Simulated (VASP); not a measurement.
# AlCu (P4mm) in VASP: single point with r2SCAN

Aim: the single point of AlCu with r2SCAN.

Everything below comes from runs of VASP 6.6.1. Logs are shortened: lines on timing, memory, paths and dates and some standing lists are left out, and cuts for length are marked.

## (1) The cell of the first run

It takes space group P4mm (No. 99, tetragonal). Conventional cell: a = 2.957 Å, b = 2.957 Å, c = 2.957 Å, α = 90.00°, β = 90.00°, γ = 90.00°. Within 3.2 Å of Al (site symmetry 4mm) lie 8 Cu at 2.40 to 2.74 Å and 6 Al at 2.96 Å. Within 3.2 Å of Cu (site symmetry 4mm) lie 8 Al at 2.40 to 2.74 Å and 6 Cu at 2.96 Å.

## (2) Single point, r2SCAN (atom 1 (Al) moved by (-0.300, +0.000) A along x and z)

Input file POSCAR:

```
AlCu
1.0
    2.9568445749      0.0000000000      0.0000000000
    0.0000000000      2.9568445749      0.0000000000
    0.0000000000      0.0000000000      2.9568445749
Al Cu
1 1
Direct
   -0.1014595094      0.0000000000      0.0000000000
    0.5000000000      0.5000000000      0.5000000000
```

Input file INCAR.step1:

```
ALGO = Normal ; EDIFF = 1E-4
ENCUT = 520 ; GGA = PE
ISMEAR = 0 ; LASPH = True
LCHARG = False ; LREAL = False
LWAVE = True ; NBANDS = 14
NELM = 60 ; PREC = Accurate
SIGMA = 0.15
```

Input file INCAR.step2:

```
ALGO = Normal ; EDIFF = 1E-7
ENCUT = 520 ; ISIF = 2
ISMEAR = 0 ; ISTART = 1
LASPH = True ; LCHARG = False
LMIXTAU = True ; LREAL = False
LWAVE = False ; METAGGA = R2SCAN
NBANDS = 14 ; NELM = 60
PREC = Accurate ; SIGMA = 0.15
```

Input file KPOINTS:

```
k-points
0
Gamma
  20 20 20
```

Potentials or basis: VASP PAW PBE potentials, release 64 (Al, Cu).

Launch:

```sh
$ cat potpaw_PBE.64/Al/POTCAR potpaw_PBE.64/Cu/POTCAR > POTCAR
$ cp INCAR.step1 INCAR
$ mpirun -np 1 vasp_std > vasp.out
$ cp INCAR.step2 INCAR
$ mpirun -np 1 vasp_std > vasp.out
```

OUTCAR:

```text
EDIFF = 1E-7
   ENCUT = 520
   ISIF = 2
   ISMEAR = 0
   ISTART = 1
   LASPH = True
   LREAL = False
   METAGGA = R2SCAN
   NELM = 60
   PREC = Accurate

 ion  position               nearest neighbor table
   1  0.899  0.000  0.000-   2 2.40   2 2.40   2 2.40   2 2.40   2 2.74   2 2.74   2 2.74   2 2.74

   2  0.500  0.500  0.500-   1 2.40   1 2.40   1 2.40   1 2.40   1 2.74   1 2.74   1 2.74   1 2.74

  LATTYP: Found a simple cubic cell.
 ALAT       =     2.9568445749

  Lattice vectors:

 A1 = (   2.9568445749,   0.0000000000,   0.0000000000)
 A2 = (   0.0000000000,   2.9568445749,   0.0000000000)
 A3 = (   0.0000000000,   0.0000000000,   2.9568445749)

Analysis of symmetry for initial positions (statically):
=====================================================================
 Subroutine PRICEL returns:
 Original cell was already a primitive cell.

 Routine SETGRP: Setting up the symmetry group for a
 simple cubic supercell.

 Subroutine GETGRP returns: Found  8 space group operations
 (whereof  8 operations were pure point group operations)
 out of a pool of 48 trial point group operations.

The static configuration has the point symmetry C_4v.

Analysis of symmetry for dynamics (positions and initial velocities):
=====================================================================
 Subroutine PRICEL returns:
 Original cell was already a primitive cell.

 Routine SETGRP: Setting up the symmetry group for a
 simple cubic supercell.

 Subroutine GETGRP returns: Found  8 space group operations
 (whereof  8 operations were pure point group operations)
 out of a pool of 48 trial point group operations.

The dynamic configuration has the point symmetry C_4v.

 Subroutine INISYM returns: Found  8 space group operations
 (whereof  8 operations are pure point group operations),
 and found     1 'primitive' translations

----------------------------------------------------------------------------------------

                                     Primitive cell

  volume of cell :      25.8515

  direct lattice vectors                    reciprocal lattice vectors
     2.956844575  0.000000000  0.000000000     0.338198365  0.000000000  0.000000000
     0.000000000  2.956844575  0.000000000     0.000000000  0.338198365  0.000000000
     0.000000000  0.000000000  2.956844575     0.000000000  0.000000000  0.338198365

  length of vectors
     2.956844575  2.956844575  2.956844575     0.338198365  0.338198365  0.338198365

  position of ions in fractional coordinates (direct lattice)
     0.898540491  0.000000000  0.000000000
     0.500000000  0.500000000  0.500000000

  ion indices of the primitive-cell ions
   primitive index   ion index
                 1           1
                 2           2

----------------------------------------------------------------------------------------

 KPOINTS: k-points

Automatic generation of k-mesh.
 Grid dimensions read from file:
 generate k-points for:   20   20   20

 Generating k-lattice:

  Cartesian coordinates                     Fractional coordinates (reciprocal lattice)
     0.016909918  0.000000000  0.000000000     0.050000000  0.000000000  0.000000000
     0.000000000  0.016909918  0.000000000     0.000000000  0.050000000  0.000000000
     0.000000000  0.000000000  0.016909918     0.000000000  0.000000000  0.050000000

  Length of vectors
     0.016909918  0.016909918  0.016909918

  Shift w.r.t. Gamma in fractional coordinates (k-lattice)
     0.000000000  0.000000000  0.000000000

 Subroutine IBZKPT returns following result:
 ===========================================

 Found    726 irreducible k-points:

 Following reciprocal coordinates:
            Coordinates               Weight
  0.000000  0.000000  0.000000      1.000000
  0.050000  0.000000  0.000000      2.000000
  0.000000  0.050000  0.000000      4.000000
  0.100000  0.000000  0.000000      2.000000
  0.000000  0.100000  0.000000      4.000000
  0.150000  0.000000  0.000000      2.000000
[... 16 lines left out ...]
  0.000000  0.050000  0.050000      4.000000
  0.100000  0.050000  0.000000      8.000000
 [... further k-points ...]
   k-points           NKPTS =    726   k-points in BZ     NKDIM =    726   number of bands    NBANDS=     14
   number of dos      NEDOS =    301   number of ions     NIONS =      2
   total plane-waves  NPLWV =  13824
   dimension x,y,z NGX =    24 NGY =   24 NGZ =   24
   dimension x,y,z NGXF=    48 NGYF=   48 NGZF=   48
   ions per type =               1   1
   NGX,Y,Z   is equivalent  to a cutoff of  13.49, 13.49, 13.49 a.u.
   NGXF,Y,Z  is equivalent  to a cutoff of  26.99, 26.99, 26.99 a.u.
 SYSTEM =  unknown system
   PREC   = accura    normal or accurate (medium, high low for compatibility)
   ISTART =      1    job   : 0-new  1-cont  2-samecut
   ICHARG =      0    charge: 1-file 2-atom 10-const
   ISPIN  =      1    spin polarized calculation?
   LNONCOLLINEAR =      F non collinear calculations
   LSORBIT =      F    spin-orbit coupling
   LASPH  =      T    aspherical Exc in radial PAW
   ENCUT  =  520.0 eV  38.22 Ry    6.18 a.u.   5.50  5.50  5.50*2*pi/ulx,y,z
   NELM   =     60;   NELMIN=  2; NELMDL=  0     # of ELM steps
   EDIFF  = 0.1E-06   stopping-criterion for ELM
   LREAL  =      F    real-space projection
   EDIFFG = 0.1E-05   stopping-criterion for IOM
   NSW    =      0    number of steps for IOM
   IBRION =     -1    ionic relax: 0-MD 1-quasi-New 2-CG
   NFREE  =      0    steps in history (QN), initial steepest desc. (CG)
   ISIF   =      2    stress and relaxation
   ISYM   =      2    0-nonsym 1-usesym 2-fastsym
   POTIM  = 0.5000    time-step for ionic-motion
   TEBEG  =    0.0;   TEEND  =   0.0 temperature during run
   PSTRESS=    0.0 pullay stress
   NELECT =      14.0000    total number of electrons
   NUPDOWN=      -1.0000    fix difference up-down
   EMIN   =  10.00;   EMAX   =-10.00  energy-range for DOS
   EFERMI =   0.00;   METHOD = LEGACY
   ISMEAR =     0;   SIGMA  =   0.15  broadening in eV -4-tet -1-fermi 0-gaus
   EFERMI_NEDOS =   21; number of points for ismear=-14 and -15
   IALGO  =     38    algorithm
   IMIX   =      4    mixing-type and parameters
     AMIX     =   0.40;   BMIX     =  1.00
     AMIX_MAG =   1.60;   BMIX_MAG =  1.00
  volume/ion in A,a.u.               =      12.93        87.23
  Fermi-wavevector in a.u.,A,eV,Ry     =   1.334409  2.521668 24.227184  1.780648
  Thomas-Fermi vector in A             =   2.463193
   LORBIT       =      0    0 simple, 1 ext, 2 COOP (PROOUT), +10 PAW based schemes
   METAGGA = R2SCAN    functional components
   LHFCALC =     F    Hartree Fock is set to
   AEXX    =    0.0000 exact exchange contribution
   IVDW    =     0    specifies the selected vdW correction
   LEPSILON=     F    determine dielectric tensor
   LRPA    =     F    only Hartree local field effects (RPA)
 non-spin polarized calculation
 Gauss-broadening in eV      SIGMA  =   0.15
  energy-cutoff  :      520.00
  volume of cell :       25.85
 maximum number of plane-waves:       739
 NGX is ok and might be reduce to    24
   NGX = 11   NGY = 11   NGZ = 11

 number of electron      14.0000015 magnetization

 Free energy of the ion-electron system (eV)
  ---------------------------------------------------
  ext. energy  EPLUGINS =         0.00000000
  ---------------------------------------------------
  free energy    TOTEN  =       -17.68800997 eV

  energy without entropy =      -17.68059388  energy(sigma->0) =      -17.68430192

 E-fermi :   9.5406     XC(G=0): -12.6149

 val. band max:        9.5371294117   @ k =   0.0500   0.4000   0.3500
 cond. band min:       9.5435215595   @ k =   0.1000   0.0000   0.2000
 fundamental gap:      0.0063921478
 Fermi energy:         9.5405675273

 k-point     1 :       0.0000    0.0000    0.0000
  band No.  band energies     occupation
      1      -2.9343      2.00000
      2       4.0328      2.00000
      3       4.1052      2.00000
      4       5.1995      2.00000
      5       5.2634      2.00000
      6       5.2634      2.00000
      7      13.7357      0.00000
      8      13.7357      0.00000
      9      13.8369      0.00000
     10      16.1089      0.00000
     11      16.1391      0.00000
     12      20.8654      0.00000
     13      28.8782      0.00000
     14      28.8782      0.00000

 k-point     2 :       0.0500    0.0000    0.0000
  band No.  band energies     occupation
      1      -2.8888      2.00000
      2       4.0397      2.00000
      3       4.1072      2.00000
      4       5.2009      2.00000
      5       5.2509      2.00000
      6       5.2509      2.00000
      7      13.1645      0.00000
      8      13.7898      0.00000
      9      13.7898      0.00000
     10      16.1263      0.00000
     11      16.7567      0.00000
     12      21.0214      0.00000
     13      28.3883      0.00000
     14      28.3883      0.00000

 k-point     3 :       0.0000    0.0500    0.0000
  band No.  band energies     occupation
      1      -2.8884      2.00000
      2       4.0359      2.00000
      3       4.1115      2.00000
      4       5.1855      2.00000
      5       5.2511      2.00000
      6       5.2652      2.00000
      7      13.0430      0.00000
      8      13.7915      0.00000
      9      13.9621      0.00000
     10      16.1498      0.00000
     11      16.6597      0.00000
     12      21.0437      0.00000
     13      28.4261      0.00000
     14      28.6304      0.00000
[... 324 lines left out ...]
 k-point    23 :       0.0000    0.0500    0.0500
  band No.  band energies     occupation
      1      -2.8425      2.00000
      2       4.0397      2.00000
      3       4.1176      2.00000
      4       5.1713      2.00000
      5       5.2506      2.00000
      6       5.2551      2.00000
      7      13.0096      0.00000
      8      13.1753      0.00000
      9      14.1174      0.00000
     10      16.3855      0.00000
     11      16.9812      0.00000
     12      21.2082      0.00000
     13      27.9860      0.00000
     14      28.3752      0.00000

 k-point    24 :       0.1000    0.0500    0.0000
  band No.  band energies     occupation
      1      -2.7068      2.00000
      2       4.0631      2.00000
      3       4.1177      2.00000
      4       5.1890      2.00000
      5       5.2014      2.00000
      6       5.2189      2.00000
      7      11.9655      0.00000
      8      13.3551      0.00000
      9      14.0055      0.00000
     10      16.5922      0.00000
     11      17.9679      0.00000
     12      21.6556      0.00000
     13      26.7565      0.00000
     14      27.3677      0.00000

 [... further k-points ...]

------------------------ aborting loop because EDIFF is reached ----------------------------------------

  FORCE on cell =-STRESS in cart. coord.  units (eV):
  Direction    XX          YY          ZZ          XY          YZ          ZX
  --------------------------------------------------------------------------------------
  -------------------------------------------------------------------------------------
  Total        0.2833648      0.9732933      0.9732933     -0.0000000      0.0000000     -0.0000000
  in kB       17.5618792     60.3210429     60.3210429     -0.0000000      0.0000000     -0.0000000
  external PRESSURE =      46.0679883 kB  Pullay stress =       0.0000000 kB

 VOLUME and BASIS-vectors are now :
 -----------------------------------------------------------------------------
  energy-cutoff  :      520.00
  volume of cell :       25.85
      direct lattice vectors                 reciprocal lattice vectors
     2.956844575  0.000000000  0.000000000     0.338198365  0.000000000  0.000000000
     0.000000000  2.956844575  0.000000000     0.000000000  0.338198365  0.000000000
     0.000000000  0.000000000  2.956844575     0.000000000  0.000000000  0.338198365

 POSITION                                       TOTAL-FORCE (eV/Angst)
 -----------------------------------------------------------------------------------
      2.65684      0.00000      0.00000         1.418852      0.000000      0.000000
      1.47842      1.47842      1.47842        -1.418852      0.000000     -0.000000
 -----------------------------------------------------------------------------------
    total drift:                                0.002203      0.000000     -0.000000

  FREE ENERGIE OF THE ION-ELECTRON SYSTEM (eV)
  ---------------------------------------------------
  free  energy   TOTEN  =       -17.6880099687 eV

  energy  without entropy=      -17.6805938805  energy(sigma->0) =      -17.68430192
```

Wall time 11 min (1 thread of Oxide Virtual Turin-like, shared host); peak memory 0.35 GiB.

Results:

```yaml
Free_energy: -17.6880 eV
Pressure: 4.6 GPa
Largest_force: 1.419 eV/Å
Band_gap_on_the_k_mesh: zero (bands 7 and 8 overlap by 5.16 eV)
```

Forces on the atoms (eV/Å):
```
Al   1.419  0.000  0.000
Cu  -1.419  0.000  0.000
```

Stress tensor (GPa, compression positive):
```
1.76 0.00 0.00
0.00 6.03 0.00
0.00 0.00 6.03
```

Levels at points of the mesh, in eV from the Fermi level:
| k point | band 5 | band 6 | band 7 | band 8 | band 9 | band 10 |
| --- | --- | --- | --- | --- | --- | --- |
| (0.00, 0.00, 0.00) | -4.28 | -4.28 | 4.20 | 4.20 | 4.30 | 6.57 |
| (0.50, 0.00, 0.00) | -4.74 | -4.29 | -3.45 | 7.62 | 8.18 | 8.18 |
| (0.00, 0.50, 0.00) | -4.72 | -4.23 | -3.54 | 7.59 | 8.62 | 8.99 |
| (0.50, 0.50, 0.00) | -4.21 | -3.99 | -3.90 | -0.87 | 0.00 | 11.43 |
| (0.00, 0.50, 0.50) | -3.96 | -3.96 | -3.94 | -0.96 | 0.03 | 11.60 |
| (0.50, 0.50, 0.50) | -3.88 | 0.27 | 0.27 | 0.71 | 1.87 | 2.64 |

Caveat: the cell differs from its parent crystal (atom 1 (Al) moved by (-0.300, +0.000) A along x and z); the cell stands under pressure; the PAW data sets were made with another functional, which shifts forces and pressure a little.
